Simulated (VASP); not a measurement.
# Pt (P6_3/mmc) in VASP: notebook

Runs on Pt. Level: r2SCAN. Tasks: single point.

All numbers are computed with VASP 6.6.1; they aren't measurements. Logs are shortened: lines on timing, memory, paths and dates and some standing lists are left out, and cuts for length are marked.

## 1. The cell of the first run

The structure is hexagonal, space group P6_3/mmc (No. 194). The conventional cell has a = 2.815 Å, b = 2.815 Å, c = 4.694 Å, α = 90.00°, β = 90.00°, γ = 120.00°. Within 3.7 Å of Pt (site symmetry -6m2) lie 12 Pt at 2.81 to 2.85 Å.

## 2. Single point, r2SCAN (strain +0.030 along x and y, -0.015 along z)

POSCAR

```
Pt
1.0
    2.8149583939      0.0000000000      0.0000000000
   -1.4074791970      2.4378254797      0.0000000000
    0.0000000000      0.0000000000      4.6938729642
Pt
2
Direct
    0.6666666667      0.3333333333      0.7500000000
    0.3333333333      0.6666666667      0.2500000000
```

INCAR.step1

```
SYSTEM = Pt
PREC = Accurate
ENCUT = 520
ISMEAR = 0
SIGMA = 0.15
LREAL = .FALSE.
LASPH = .TRUE.
NELM = 60
NBANDS = 17
GGA = PE
ALGO = Normal
EDIFF = 1E-4
LWAVE = .TRUE.
LCHARG = .FALSE.
```

INCAR.step2

```
SYSTEM = Pt
PREC = Accurate
ENCUT = 520
EDIFF = 1E-6
ISMEAR = 0
SIGMA = 0.15
LREAL = .FALSE.
LASPH = .TRUE.
NELM = 60
ALGO = Normal
ISIF = 2
LWAVE = .FALSE.
LCHARG = .TRUE.
METAGGA = R2SCAN
LMIXTAU = .TRUE.
LELF = .TRUE.
LVHAR = .TRUE.
NBANDS = 17
ISTART = 1
```

KPOINTS

```
Automatic mesh
0
G
  24 24 12
  0 0 0
```

Potentials or basis: VASP PAW PBE potentials, release 64 (Pt).

Command:

```console
> cat potpaw_PBE.64/Pt/POTCAR > POTCAR
> cp INCAR.step1 INCAR
> mpirun -np 1 vasp_std > vasp.out
> cp INCAR.step2 INCAR
> mpirun -np 1 vasp_std > vasp.out
```

OUTCAR:

```text
SYSTEM = Pt
   PREC = Accurate
   ENCUT = 520
   EDIFF = 1E-6
   ISMEAR = 0
   LREAL = .FALSE.
   LASPH = .TRUE.
   NELM = 60
   ISIF = 2
   METAGGA = R2SCAN
   ISTART = 1

 ion  position               nearest neighbor table
   1  0.667  0.333  0.750-   2 2.85   2 2.85   2 2.85   2 2.85   2 2.85   2 2.85
   2  0.333  0.667  0.250-   1 2.85   1 2.85   1 2.85   1 2.85   1 2.85   1 2.85

  LATTYP: Found a hexagonal cell.
 ALAT       =     2.8149583939
 C/A-ratio  =     1.6674750769

  Lattice vectors:

 A1 = (   2.8149583939,   0.0000000000,   0.0000000000)
 A2 = (  -1.4074791970,   2.4378254797,   0.0000000000)
 A3 = (   0.0000000000,   0.0000000000,   4.6938729642)

Analysis of symmetry for initial positions (statically):
=====================================================================
 Subroutine PRICEL returns:
 Original cell was already a primitive cell.

 Routine SETGRP: Setting up the symmetry group for a
 hexagonal supercell.

 Subroutine GETGRP returns: Found 24 space group operations
 (whereof 12 operations were pure point group operations)
 out of a pool of 24 trial point group operations.

The static configuration has the point symmetry D_3d.
 The point group associated with its full space group is D_6h.

Analysis of symmetry for dynamics (positions and initial velocities):
=====================================================================
 Subroutine PRICEL returns:
 Original cell was already a primitive cell.

 Routine SETGRP: Setting up the symmetry group for a
 hexagonal supercell.

 Subroutine GETGRP returns: Found 24 space group operations
 (whereof 12 operations were pure point group operations)
 out of a pool of 24 trial point group operations.

The dynamic configuration has the point symmetry D_3d.
 The point group associated with its full space group is D_6h.

 Subroutine INISYM returns: Found 24 space group operations
 (whereof 12 operations are pure point group operations),
 and found     1 'primitive' translations

----------------------------------------------------------------------------------------

                                     Primitive cell

  volume of cell :      32.2111

  direct lattice vectors                    reciprocal lattice vectors
     2.814958394  0.000000000  0.000000000     0.355245037  0.205100818  0.000000000
    -1.407479197  2.437825480  0.000000000     0.000000000  0.410201636  0.000000000
     0.000000000  0.000000000  4.693872964     0.000000000  0.000000000  0.213043686

  length of vectors
     2.814958394  2.814958394  4.693872964     0.410201636  0.410201636  0.213043686

  position of ions in fractional coordinates (direct lattice)
     0.666666667  0.333333333  0.750000000
     0.333333333  0.666666667  0.250000000

  ion indices of the primitive-cell ions
   primitive index   ion index
                 1           1
                 2           2

----------------------------------------------------------------------------------------

 KPOINTS: Automatic mesh

Automatic generation of k-mesh.
 Grid dimensions read from file:
 generate k-points for:   24   24   12

 Generating k-lattice:

  Cartesian coordinates                     Fractional coordinates (reciprocal lattice)
     0.014801877  0.008545867  0.000000000     0.041666667  0.000000000  0.000000000
     0.000000000  0.017091735  0.000000000     0.000000000  0.041666667  0.000000000
     0.000000000  0.000000000  0.017753641     0.000000000  0.000000000  0.083333333

  Length of vectors
     0.017091735  0.017091735  0.017753641

  Shift w.r.t. Gamma in fractional coordinates (k-lattice)
     0.000000000  0.000000000  0.000000000

 Subroutine IBZKPT returns following result:
 ===========================================

 Found    427 irreducible k-points:

 Following reciprocal coordinates:
            Coordinates               Weight
  0.000000  0.000000  0.000000      1.000000
  0.041667 -0.000000  0.000000      6.000000
  0.083333 -0.000000  0.000000      6.000000
  0.125000 -0.000000  0.000000      6.000000
  0.166667 -0.000000  0.000000      6.000000
  0.208333 -0.000000  0.000000      6.000000
[... 16 lines left out ...]
  0.416667  0.041667  0.000000     12.000000
  0.458333  0.041667  0.000000     12.000000
 [... further k-points ...]
   k-points           NKPTS =    427   k-points in BZ     NKDIM =    427   number of bands    NBANDS=     17
   number of dos      NEDOS =    301   number of ions     NIONS =      2
   total plane-waves  NPLWV =  20736
   dimension x,y,z NGX =    24 NGY =   24 NGZ =   36
   dimension x,y,z NGXF=    48 NGYF=   48 NGZF=   72
   ions per type =               2
   NGX,Y,Z   is equivalent  to a cutoff of  14.17, 14.17, 12.75 a.u.
   NGXF,Y,Z  is equivalent  to a cutoff of  28.35, 28.35, 25.50 a.u.
 SYSTEM =  Pt
   PREC   = accura    normal or accurate (medium, high low for compatibility)
   ISTART =      1    job   : 0-new  1-cont  2-samecut
   ICHARG =      0    charge: 1-file 2-atom 10-const
[... 96 lines left out ...]
     17      29.8207      0.00000

 k-point     4 :       0.1250   -0.0000    0.0000
  band No.  band energies     occupation
      1       0.5973      2.00000
      2       3.3058      2.00000
      3       5.8060      2.00000
      4       6.5107      2.00000
      5       6.7489      2.00000
      6       6.7899      2.00000
[... 9 lines left out ...]
     16      27.8800      0.00000
     17      28.8656      0.00000

 k-point     5 :       0.1667   -0.0000    0.0000
  band No.  band energies     occupation
      1       0.9971      2.00000
      2       3.5987      2.00000
      3       5.6568      2.00000
      4       6.3727      2.00000
      5       6.4893      2.00000
      6       6.9726      2.00000
[... 9 lines left out ...]
     16      27.9659      0.00000
     17      27.9835      0.00000

 k-point     6 :       0.2083   -0.0000    0.0000
  band No.  band energies     occupation
      1       1.4739      2.00000
      2       3.8606      2.00000
      3       5.5846      2.00000
      4       5.9690      2.00000
      5       6.2370      2.00000
      6       7.0906      2.00000
[... 9 lines left out ...]
     16      27.6386      0.00000
     17      28.5233      0.00000

 k-point     7 :       0.2500   -0.0000    0.0000
  band No.  band energies     occupation
      1       1.9910      2.00000
      2       3.9884      2.00000
      3       5.4959      2.00000
      4       5.6618      2.00000
      5       6.1657      2.00000
      6       6.9238      2.00000
[... 9 lines left out ...]
     16      26.9130      0.00000
     17      28.9456      0.00000

 k-point     8 :       0.2917    0.0000    0.0000
  band No.  band energies     occupation
      1       2.4931      2.00000
      2       3.9571      2.00000
      3       5.0846      2.00000
      4       5.8397      2.00000
      5       6.2513      2.00000
      6       6.7679      2.00000
[... 9 lines left out ...]
     16      26.2030      0.00000
     17      27.3844      0.00000
[... 203 lines left out ...]
      1       2.2913      2.00000
      2       4.0354      2.00000
      3       5.2748      2.00000
      4       5.6829      2.00000
      5       6.1889      2.00000
      6       6.7446      2.00000
[... 9 lines left out ...]
     16      26.5787      0.00000
     17      28.3321      0.00000

 k-point    20 :       0.2917    0.0417    0.0000
  band No.  band energies     occupation
      1       2.7626      2.00000
      2       3.9494      2.00000
      3       4.9024      2.00000
      4       5.8773      2.00000
      5       6.3596      2.00000
      6       6.6104      2.00000
[... 9 lines left out ...]
     16      25.9094      0.00000
     17      26.5390      0.00000

 k-point    21 :       0.3333    0.0417    0.0000
  band No.  band energies     occupation
      1       3.1217      2.00000
      2       3.8170      2.00000
      3       4.5996      2.00000
      4       6.1086      2.00000
      5       6.5022      2.00000
      6       6.6440      2.00000
[... 9 lines left out ...]
     16      24.7335      0.00000
     17      25.3133      0.00000

 k-point    22 :       0.3750    0.0417    0.0000
  band No.  band energies     occupation
      1       3.3424      2.00000
      2       3.6906      2.00000
      3       4.3700      2.00000
      4       6.4078      2.00000
      5       6.4232      2.00000
      6       6.7075      2.00000
[... 9 lines left out ...]
     16      23.1876      0.00000
     17      24.7910      0.00000

 k-point    23 :       0.4167    0.0417    0.0000
  band No.  band energies     occupation
      1       3.4525      2.00000
      2       3.5954      2.00000
      3       4.2157      2.00000
      4       6.3738      2.00000
      5       6.6127      2.00000
      6       6.7185      2.00000
[... 9 lines left out ...]
     16      22.2559      0.00000
     17      24.3641      0.00000

 k-point    24 :       0.4583    0.0417    0.0000
  band No.  band energies     occupation
      1       3.4975      2.00000
      2       3.5421      2.00000
      3       4.1382      2.00000
      4       6.3511      2.00000
      5       6.5618      2.00000
      6       6.9539      2.00000
[... 9 lines left out ...]
     16      21.8773      0.00000
     17      24.1047      0.00000

 [... further k-points ...]
[... 5 lines left out ...]
  --------------------------------------------------------------------------------------
  -------------------------------------------------------------------------------------
  Total       -2.5313999     -2.5313999     -1.1525447      0.0000000      0.0000000      0.0000000
  in kB     -125.9115047   -125.9115047    -57.3274252      0.0000000      0.0000000      0.0000000
  external PRESSURE =    -103.0501449 kB  Pullay stress =       0.0000000 kB

 VOLUME and BASIS-vectors are now :
 -----------------------------------------------------------------------------
  energy-cutoff  :      520.00
  volume of cell :       32.21
      direct lattice vectors                 reciprocal lattice vectors
     2.814958394  0.000000000  0.000000000     0.355245037  0.205100818  0.000000000
    -1.407479197  2.437825480  0.000000000     0.000000000  0.410201636  0.000000000
     0.000000000  0.000000000  4.693872964     0.000000000  0.000000000  0.213043686

 POSITION                                       TOTAL-FORCE (eV/Angst)
 -----------------------------------------------------------------------------------
      1.40748      0.81261      3.52040         0.000000      0.000000      0.000000
     -0.00000      1.62522      1.17347        -0.000000      0.000000      0.000000
 -----------------------------------------------------------------------------------
    total drift:                               -0.000000      0.000000     -0.000000

  FREE ENERGIE OF THE ION-ELECTRON SYSTEM (eV)
  ---------------------------------------------------
  free  energy   TOTEN  =      -102.8303805201 eV

  energy  without entropy=     -102.7826706894  energy(sigma->0) =     -102.80652560
```

Run time: 8.8 min. Hardware: 1 thread of AMD EPYC 9R45 (Zen 5), shared host; peak memory 0.28 GiB.

What came out:

| Quantity | Value |
| --- | --- |
| Free energy | -102.8304 eV |
| Pressure | -10.3 GPa |
| Band gap on the k mesh | zero (band 10 reaches 10.14 eV, above the bottom of band 11 at 8.90 eV) |

Stress tensor (GPa, compression positive):
```
-12.59   0.00   0.00
  0.00 -12.59   0.00
  0.00   0.00  -5.73
```

Levels at points of the mesh, in eV from the Fermi level:
```
           k point  band 8  band 9  band 10  band 11  band 12  band 13
(0.00, 0.00, 0.00)   -2.11   -2.11    -0.28    -0.28    -0.15     5.33
(0.50, 0.00, 0.00)    0.07    0.11     0.36     2.31     3.72     7.73
(0.00, 0.00, 0.50)   -3.45   -0.88    -0.88    -0.88    -0.88    13.32
(0.50, 0.00, 0.50)   -0.78    0.26     0.26     1.86     1.86     6.51
```

Caveat: the cell differs from its parent crystal (strain +0.030 along x and y, -0.015 along z); the PAW data sets were made with another functional, which shifts forces and pressure a little; spin-orbit coupling is left out, which moves the levels of the heavy elements.

## 3. Single point, r2SCAN (strain +0.015 along x and y, +0.015 along z)

POSCAR

```
Pt
1.0
    2.7739638542      0.0000000000      0.0000000000
   -1.3869819271      2.4023231669      0.0000000000
    0.0000000000      0.0000000000      4.8368335620
Pt
2
Direct
    0.6666666667      0.3333333333      0.7500000000
    0.3333333333      0.6666666667      0.2500000000
```

INCAR.step1

```
SYSTEM = Pt
  ALGO = Normal
  EDIFF = 1E-4
  ENCUT = 520
  GGA = PE
  ISMEAR = 0
  LASPH = .True.
  LCHARG = .False.
  LREAL = .False.
  LWAVE = .True.
  NBANDS = 17
  NELM = 60
  PREC = Accurate
  SIGMA = 0.15
```

INCAR.step2

```
SYSTEM = Pt
  ALGO = Normal
  EDIFF = 1E-6
  ENCUT = 520
  ISIF = 2
  ISMEAR = 0
  ISTART = 1
  LASPH = .True.
  LCHARG = .False.
  LMIXTAU = .True.
  LREAL = .False.
  LWAVE = .False.
  METAGGA = R2SCAN
  NBANDS = 17
  NELM = 60
  PREC = Accurate
  SIGMA = 0.15
```

KPOINTS

```
k-points
0
Gamma
  24 24 12
  0 0 0
```

Potentials or basis: VASP PAW PBE potentials, release 64 (Pt).

Command:

```console
> cat potpaw_PBE.64/Pt/POTCAR > POTCAR
> cp INCAR.step1 INCAR
> mpirun -np 1 vasp_std > vasp.out
> cp INCAR.step2 INCAR
> mpirun -np 1 vasp_std > vasp.out
```

Wall time 9 min (1 thread of AMD EPYC 9R45 (Zen 5), shared host); peak memory 0.29 GiB.

Results (log left out):

* Free energy: -102.8533 eV
* Pressure: -10.0 GPa
* Band gap on the k mesh: zero (band 10 reaches 10.26 eV, above the bottom of band 11 at 8.92 eV)

Stress tensor (GPa, compression positive):
```
-10.21   0.00   0.00
  0.00 -10.21   0.00
  0.00   0.00  -9.44
```

Levels at points of the mesh, in eV from the Fermi level:
```tsv
k point	band 8	band 9	band 10	band 11	band 12	band 13
(0.00, 0.00, 0.00)	-1.81	-1.81	-0.45	-0.26	-0.26	4.74
(0.50, 0.00, 0.00)	-0.07	0.32	0.51	2.42	3.91	7.57
(0.00, 0.00, 0.50)	-3.41	-0.83	-0.83	-0.83	-0.83	12.31
(0.50, 0.00, 0.50)	-0.77	0.43	0.43	1.89	1.89	6.69
```

Caveat: the cell differs from its parent crystal (strain +0.015 along x and y, +0.015 along z); the PAW data sets were made with another functional, which shifts forces and pressure a little; spin-orbit coupling is left out, which moves the levels of the heavy elements.

## 4. Single point, r2SCAN (strain +0.030 along x and y, +0.000 along z)

POSCAR

```
Pt
1.0
    2.8149583939      0.0000000000      0.0000000000
   -1.4074791970      2.4378254797      0.0000000000
    0.0000000000      0.0000000000      4.7653532631
Pt
2
Direct
    0.6666666667      0.3333333333      0.7500000000
    0.3333333333      0.6666666667      0.2500000000
```

INCAR.step1

```
SYSTEM = Pt
ALGO = Normal ; EDIFF = 1E-4
ENCUT = 520 ; GGA = PE
ISMEAR = 0 ; LASPH = .True.
LCHARG = .False. ; LREAL = .False.
LWAVE = .True. ; NBANDS = 17
NELM = 60 ; PREC = Accurate
SIGMA = 0.15
```

INCAR.step2

```
SYSTEM = Pt
ALGO = Normal ; EDIFF = 1E-7
ENCUT = 520 ; ISIF = 2
ISMEAR = 0 ; ISTART = 1
LASPH = .True. ; LCHARG = .True.
LELF = .True. ; LMIXTAU = .True.
LREAL = .False. ; LVHAR = .True.
LWAVE = .False. ; METAGGA = R2SCAN
NBANDS = 17 ; NELM = 60
PREC = Accurate ; SIGMA = 0.15
```

KPOINTS is that of step 3.

Command:

```console
> cat potpaw_PBE.64/Pt/POTCAR > POTCAR
> cp INCAR.step1 INCAR
> mpirun -np 1 vasp_std > vasp.out
> cp INCAR.step2 INCAR
> mpirun -np 1 vasp_std > vasp.out
```

It took 11 min on 1 thread of AMD EPYC 9R45 (Zen 5), shared host; peak memory 0.29 GiB.

Results (log left out):

- Free energy: -102.8066 eV
- Pressure: -13.3 GPa
- Band gap on the k mesh: zero (band 10 reaches 9.90 eV, above the bottom of band 11 at 8.66 eV)

Stress tensor (GPa, compression positive):
```
-15.03   0.00   0.00
  0.00 -15.03   0.00
  0.00   0.00  -9.83
```

Levels at points of the mesh, in eV from the Fermi level:
| k point | band 8 | band 9 | band 10 | band 11 | band 12 | band 13 |
| --- | --- | --- | --- | --- | --- | --- |
| (0.00, 0.00, 0.00) | -1.96 | -1.96 | -0.27 | -0.27 | -0.19 | 5.03 |
| (0.50, 0.00, 0.00) | 0.02 | 0.17 | 0.40 | 2.32 | 3.73 | 7.60 |
| (0.00, 0.00, 0.50) | -3.35 | -0.85 | -0.85 | -0.85 | -0.85 | 12.87 |
| (0.50, 0.00, 0.50) | -0.74 | 0.30 | 0.30 | 1.88 | 1.88 | 6.45 |

Caveat: the cell differs from its parent crystal (strain +0.030 along x and y, +0.000 along z); the PAW data sets were made with another functional, which shifts forces and pressure a little; spin-orbit coupling is left out, which moves the levels of the heavy elements.

## 5. Single point, r2SCAN (strain +0.015 along x and y, +0.030 along z)

POSCAR

```
Pt
1.0
    2.7739638542      0.0000000000      0.0000000000
   -1.3869819271      2.4023231669      0.0000000000
    0.0000000000      0.0000000000      4.9083138610
Pt
2
Direct
    0.6666666667      0.3333333333      0.7500000000
    0.3333333333      0.6666666667      0.2500000000
```

INCAR.step1

```
SYSTEM = Pt
  PREC = Accurate
  ENCUT = 520
  ISMEAR = 0
  SIGMA = 0.15
  LREAL = .FALSE.
  LASPH = .TRUE.
  NELM = 100
  NBANDS = 17
  GGA = PE
  ALGO = Normal
  EDIFF = 1E-4
  LWAVE = .TRUE.
  LCHARG = .FALSE.
```

INCAR.step2

```
SYSTEM = Pt
  PREC = Accurate
  ENCUT = 520
  EDIFF = 1E-6
  ISMEAR = 0
  SIGMA = 0.15
  LREAL = .FALSE.
  LASPH = .TRUE.
  NELM = 100
  ALGO = Normal
  ISIF = 2
  LWAVE = .FALSE.
  LCHARG = .FALSE.
  METAGGA = R2SCAN
  LMIXTAU = .TRUE.
  NBANDS = 17
  ISTART = 1
```

KPOINTS

```
Automatic mesh
0
G
  24 24 12
  0 0 0
```

Command:

```console
> cat potpaw_PBE.64/Pt/POTCAR > POTCAR
> cp INCAR.step1 INCAR
> mpirun -np 1 vasp_std > vasp.out
> cp INCAR.step2 INCAR
> mpirun -np 1 vasp_std > vasp.out
```

Wall time 22 min (1 thread of AMD EPYC 7R43 (Zen 3), shared host); peak memory 0.29 GiB.

It converged, with:

```
Free energy            : -102.8198 eV
Pressure               : -12.5 GPa
Band gap on the k mesh : zero (band 10 reaches 10.04 eV, above the bottom of band 11 at 8.70 eV)
```

Stress tensor (GPa, compression positive):
```
-12.18   0.00   0.00
  0.00 -12.18   0.00
  0.00   0.00 -13.14
```

Levels at points of the mesh, in eV from the Fermi level:
```csv
k point,band 8,band 9,band 10,band 11,band 12,band 13
"(0.00, 0.00, 0.00)",-1.68,-1.68,-0.48,-0.25,-0.25,4.46
"(0.50, 0.00, 0.00)",-0.11,0.37,0.54,2.42,3.92,7.46
"(0.00, 0.00, 0.50)",-3.33,-0.79,-0.79,-0.79,-0.79,11.87
"(0.50, 0.00, 0.50)",-0.74,0.47,0.47,1.90,1.90,6.65
```

Caveat: the cell differs from its parent crystal (strain +0.015 along x and y, +0.030 along z); the PAW data sets were made with another functional, which shifts forces and pressure a little; spin-orbit coupling is left out, which moves the levels of the heavy elements.

## 6. Overview

```tsv
cell	gap on the mesh (eV)	pressure (GPa)
a = 2.815, b = 2.815, c = 4.694 Å, angles 90.0, 90.0, 120.0°, 2 atoms	none	-10.3
a = 2.774, b = 2.774, c = 4.837 Å, angles 90.0, 90.0, 120.0°, 2 atoms	none	-10.0
a = 2.815, b = 2.815, c = 4.765 Å, angles 90.0, 90.0, 120.0°, 2 atoms	none	-13.3
a = 2.774, b = 2.774, c = 4.908 Å, angles 90.0, 90.0, 120.0°, 2 atoms	none	-12.5
```

Alike in all rows: task single point; level r2SCAN; potentials or basis VASP PAW PBE potentials, release 64 (Pt); no spin polarisation; k mesh 24 × 24 × 12; cutoff (eV) 520; smearing gaussian 0.15 eV.

Caveats: the PAW data sets were made with another functional, which shifts forces and pressure a little; spin-orbit coupling is left out, which moves the levels of the heavy elements.

Absolute energies hang on the potentials; compare differences alone.
